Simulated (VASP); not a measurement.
# ZrTi3C4 (P4/mmm) in VASP: a series of runs

The runs below take ZrTi3C4 through relaxation of cell and atoms, single point, with PBE.

Program: VASP 6.6.1. These are calculated values, not measurements. Logs are shortened: lines on timing, memory, paths and dates and some standing lists are left out, and cuts for length are marked.

### 1 The cell of the first run

It takes space group P4/mmm (No. 123, tetragonal). Conventional cell: a = 3.398 Å, b = 3.398 Å, c = 9.611 Å, α = 90.00°, β = 90.00°, γ = 90.00°. Zr (site symmetry 4/mmm) has 6 C at 2.40 Å within 3.2 Å. Ti (site symmetry 4mm) has 6 C at 2.40 Å within 3.2 Å. Within 3.2 Å of Ti (site symmetry 4/mmm) lie 6 C at 2.40 Å. Within 3.2 Å of C (site symmetry 4mm) lie 5 Ti at 2.40 Å and 1 Zr at 2.40 Å. C (site symmetry 4/mmm) has 6 Ti at 2.40 Å within 3.2 Å. Within 3.2 Å of C (site symmetry 4/mmm) lie 4 Zr at 2.40 Å and 2 Ti at 2.40 Å.

### 2 Relaxation of cell and atoms, PBE

INCAR reads:

```
ALGO = Normal
EDIFF = 1E-6
EDIFFG = -0.04
ENCUT = 600
GGA = PE
IBRION = 2
ISIF = 3
ISMEAR = 0
LASPH = T
LCHARG = F
LREAL = F
LWAVE = F
NELM = 100
NSW = 90
PREC = Accurate
SIGMA = 0.1
```

KPOINTS reads:

```
k-points
0
Gamma
  6 6 2
```

POSCAR reads:

```
ZrTi3C4
1.0
    3.3979412100      0.0000000000      0.0000000000
    0.0000000000      3.3979412100      0.0000000000
    0.0000000000      0.0000000000      9.6108290900
Zr Ti C
1 3 4
Direct
    0.0000000000      0.0000000000      0.0000000000
    0.5000000000      0.5000000000      0.2500000000
    0.0000000000      0.0000000000      0.5000000000
    0.5000000000      0.5000000000      0.7500000000
    0.0000000000      0.0000000000      0.2500000000
    0.5000000000      0.5000000000      0.5000000000
    0.0000000000      0.0000000000      0.7500000000
    0.5000000000      0.5000000000      0.0000000000
```

Potentials or basis: VASP PAW PBE potentials, release 64 (Zr_sv, Ti_sv, C).

Launch:

```
cat potpaw_PBE.64/Zr_sv/POTCAR potpaw_PBE.64/Ti_sv/POTCAR potpaw_PBE.64/C/POTCAR > POTCAR
mpirun -np 1 vasp_std > vasp.out
```

OUTCAR:

```text
EDIFF = 1E-6
   EDIFFG = -0.04
   ENCUT = 600
   GGA = PE
   IBRION = 2
   ISIF = 3
   ISMEAR = 0
   LASPH = T
   LREAL = F
   NELM = 100
   NSW = 90
   PREC = Accurate

 ion  position               nearest neighbor table
   1  0.000  0.000  0.000-   8 2.40   8 2.40   8 2.40   8 2.40   5 2.40   7 2.40   4 3.40   4 3.40
                             2 3.40   4 3.40   2 3.40   2 3.40   4 3.40   2 3.40
   2  0.500  0.500  0.250-   5 2.40   5 2.40   5 2.40   5 2.40   8 2.40   6 2.40   1 3.40   1 3.40
                             1 3.40   1 3.40
   3  0.000  0.000  0.500-   6 2.40   6 2.40   6 2.40   6 2.40   7 2.40   5 2.40
   4  0.500  0.500  0.750-   7 2.40   7 2.40   7 2.40   7 2.40   8 2.40   6 2.40   1 3.40   1 3.40
                             1 3.40   1 3.40
   5  0.000  0.000  0.250-   2 2.40   2 2.40   2 2.40   2 2.40   3 2.40   1 2.40
   6  0.500  0.500  0.500-   3 2.40   3 2.40   3 2.40   3 2.40   4 2.40   2 2.40
   7  0.000  0.000  0.750-   4 2.40   4 2.40   4 2.40   4 2.40   1 2.40   3 2.40
   8  0.500  0.500  0.000-   1 2.40   1 2.40   1 2.40   1 2.40   4 2.40   2 2.40

  LATTYP: Found a simple tetragonal cell.
 ALAT       =     3.3979412100
 C/A-ratio  =     2.8284271257

  Lattice vectors:

 A1 = (   3.3979412100,   0.0000000000,   0.0000000000)
 A2 = (   0.0000000000,   3.3979412100,   0.0000000000)
 A3 = (   0.0000000000,   0.0000000000,   9.6108290900)

Analysis of symmetry for initial positions (statically):
=====================================================================
 Subroutine PRICEL returns:
 Original cell was already a primitive cell.

 Routine SETGRP: Setting up the symmetry group for a
 simple tetragonal supercell.

 Subroutine GETGRP returns: Found 16 space group operations
 (whereof 16 operations were pure point group operations)
 out of a pool of 16 trial point group operations.

The static configuration has the point symmetry D_4h.

Analysis of symmetry for dynamics (positions and initial velocities):
=====================================================================
 Subroutine PRICEL returns:
 Original cell was already a primitive cell.

 Routine SETGRP: Setting up the symmetry group for a
 simple tetragonal supercell.

 Subroutine GETGRP returns: Found 16 space group operations
 (whereof 16 operations were pure point group operations)
 out of a pool of 16 trial point group operations.

The dynamic configuration has the point symmetry D_4h.

 Subroutine INISYM returns: Found 16 space group operations
 (whereof 16 operations are pure point group operations),
 and found     1 'primitive' translations

----------------------------------------------------------------------------------------

                                     Primitive cell

  volume of cell :     110.9667

[... 120 lines left out ...]
   GGA     = PE    functional components
   LHFCALC =     F    Hartree Fock is set to
   AEXX    =    0.0000 exact exchange contribution
   IVDW    =     0    specifies the selected vdW correction
   LEPSILON=     F    determine dielectric tensor
   LRPA    =     F    only Hartree local field effects (RPA)
 conjugate gradient relaxation of ions
 non-spin polarized calculation
 Gauss-broadening in eV      SIGMA  =   0.10
  energy-cutoff  :      600.00
  volume of cell :      110.97
 maximum number of plane-waves:      3732
 NGX is ok and might be reduce to    28
   NGX = 13   NGY = 13   NGZ = 39

--------------------------------------- Ionic step        1  -------------------------------------------

 number of electron      64.0000020 magnetization

 Free energy of the ion-electron system (eV)
  ---------------------------------------------------
  ext. energy  EPLUGINS =         0.00000000
  ---------------------------------------------------
  free energy    TOTEN  =       -71.96738378 eV

  energy without entropy =      -71.95793789  energy(sigma->0) =      -71.96266083

------------------------ aborting loop because EDIFF is reached ----------------------------------------

  FORCE on cell =-STRESS in cart. coord.  units (eV):
  Direction    XX          YY          ZZ          XY          YZ          ZX
  --------------------------------------------------------------------------------------
  -------------------------------------------------------------------------------------
  Total      -23.3937618    -23.3937618    -23.8733678      0.0000000     -0.0000000     -0.0000000
  in kB     -337.7676644   -337.7676644   -344.6923899      0.0000000     -0.0000000     -0.0000000
  external PRESSURE =    -340.0759062 kB  Pullay stress =       0.0000000 kB
[... 29 lines left out ...]
--------------------------------------- Ionic step        2  -------------------------------------------

 number of electron      64.0000001 magnetization

 E-fermi :  12.0629     XC(G=0): -13.6675

 val. band max:       12.0080033478   @ k =   0.5000   0.5000   0.0000
 cond. band min:      12.0643976258   @ k =   0.0000   0.0000   0.5000
 fundamental gap:      0.0563942780
 Fermi energy:        12.0629170717

 k-point     1 :       0.0000    0.0000    0.0000
  band No.  band energies     occupation
      1     -43.8772      2.00000
      2     -43.8200      2.00000
      3     -43.7348      2.00000
      4     -34.7241      2.00000
      5     -20.4815      2.00000
      6     -20.2247      2.00000
[... 886 lines left out ...]
  FREE ENERGIE OF THE ION-ELECTRON SYSTEM (eV)
  ---------------------------------------------------
  free  energy   TOTEN  =       -74.9752050628 eV

  energy  without entropy=      -74.9688968630  energy(sigma->0) =      -74.97205096

[... ionic steps 4 to 8 ...]

--------------------------------------- Ionic step        9  -------------------------------------------

 number of electron      64.0000003 magnetization

------------------------ aborting loop because EDIFF is reached ----------------------------------------
[... 79 lines left out ...]
--------------------------------------- Ionic step       11  -------------------------------------------

 number of electron      64.0000002 magnetization

 Free energy of the ion-electron system (eV)
  ---------------------------------------------------
  ext. energy  EPLUGINS =         0.00000000
  ---------------------------------------------------
  free energy    TOTEN  =       -75.12475519 eV

  energy without entropy =      -75.12081755  energy(sigma->0) =      -75.12278637

 E-fermi :   9.2948     XC(G=0): -12.4706

 val. band max:        9.1374081814   @ k =   0.1667   0.1667   0.0000
 cond. band min:       9.3575335065   @ k =   0.1667   0.1667   0.0000
 fundamental gap:      0.2201253251
 Fermi energy:         9.2947794446

 k-point     1 :       0.0000    0.0000    0.0000
  band No.  band energies     occupation
      1     -47.4142      2.00000
      2     -47.4052      2.00000
      3     -47.2974      2.00000
      4     -38.2953      2.00000
      5     -23.7569      2.00000
      6     -23.6695      2.00000
[... 844 lines left out ...]
  FREE ENERGIE OF THE ION-ELECTRON SYSTEM (eV)
  ---------------------------------------------------
  free  energy   TOTEN  =       -75.1247551907 eV

  energy  without entropy=      -75.1208175491  energy(sigma->0) =      -75.12278637

 reached required accuracy - stopping structural energy minimisation
```

OSZICAR:

```text
N       E                     dE             d eps       ncg     rms          rms(c)
DAV:   1     0.890761465002E+03    0.89076E+03   -0.34328E+04  1520   0.210E+03
DAV:   2     0.543421119853E+02   -0.83642E+03   -0.81675E+03  1550   0.611E+02
DAV:   3    -0.829574772839E+02   -0.13730E+03   -0.13349E+03  2462   0.201E+02
[... 143 lines left out ...]
DAV:   2    -0.751248468210E+02   -0.52500E-03   -0.11421E-02  1684   0.716E-01    0.793E-02
DAV:   3    -0.751247702443E+02    0.76577E-04   -0.80984E-04  2012   0.224E-01    0.422E-02
DAV:   4    -0.751247533515E+02    0.16893E-04   -0.20674E-04  2244   0.116E-01    0.196E-02
DAV:   5    -0.751247544788E+02   -0.11272E-05   -0.50868E-05  2078   0.642E-02    0.122E-02
DAV:   6    -0.751247551907E+02   -0.71195E-06   -0.57406E-06  1786   0.259E-02
  11 F= -.75124755E+02 E0= -.75122786E+02  d E =-.128359E-02
```

Run time: 9.3 min. Hardware: 1 thread of AMD EPYC 9R45 (Zen 5), shared host; peak memory 0.28 GiB.

Results:

- Free energy: -75.1248 eV
- Relaxed volume: 10.98 Å³/atom
- Relaxed cell: a = 3.149 Å, b = 3.149 Å, c = 8.861 Å, α = 90.00°, β = 90.00°, γ = 90.00°
- Space group after relaxing (to 0.1 Å): P4/mmm (No. 123)
- Energy gained by relaxing: 394.7 meV/atom
- Ionic steps: 11
- Pressure after relaxing: 0.1 GPa
- Largest force after relaxing: 0.014 eV/Å
- Band gap on the k mesh: zero (bands 32 and 33 overlap by 0.37 eV)

Forces in eV/Å, atoms in the order of the input:
```
Zr   0.000  0.000  0.000
Ti   0.000  0.000  0.001
Ti   0.000  0.000  0.000
Ti   0.000  0.000 -0.001
C    0.000  0.000  0.014
C    0.000  0.000  0.000
C    0.000  0.000 -0.014
C    0.000  0.000  0.000
```

Stress tensor (GPa, compression positive):
```
0.04 0.00 0.00
0.00 0.04 0.00
0.00 0.00 0.12
```

Step by step:
```tsv
step	energy change (eV)	largest force (eV/Å)	pressure (GPa)	volume (Å³)
1	0.0000	0.5183	-34.01	110.97
2	0.8032	1.3898	83.48	70.08
3	-3.0078	0.9814	-2.13	88.74
4	-3.0146	0.9981	-0.26	88.02
5	-3.0145	1.0080	0.89	87.60
6	-3.1155	0.5066	1.20	87.35
7	-3.1470	0.2983	1.89	87.11
8	-3.1495	0.0275	-2.52	88.83
9	-3.1561	0.1167	-0.53	88.04
10	-3.1572	0.0505	0.20	87.78
11	-3.1574	0.0136	0.07	87.86
```

Final structure:
```
Zr Ti C
1.0
     3.14873    0.00000    0.00000
     0.00000    3.14873    0.00000
     0.00000    0.00000    8.86132
Zr Ti C
1 3 4
Cartesian
  0.0000 0.0000 0.0000
  1.5744 1.5744 2.2996
  0.0000 0.0000 4.4307
  1.5744 1.5744 6.5617
  0.0000 0.0000 2.3085
  1.5744 1.5744 4.4307
  0.0000 0.0000 6.5528
  1.5744 1.5744 0.0000
```

Caveat: the volume moved by over 15 % at a fixed basis, so the end points are rough.

[end of part 1 of 2]

The gap in the log of VASP goes by the Fermi energy; the results here count the filled bands.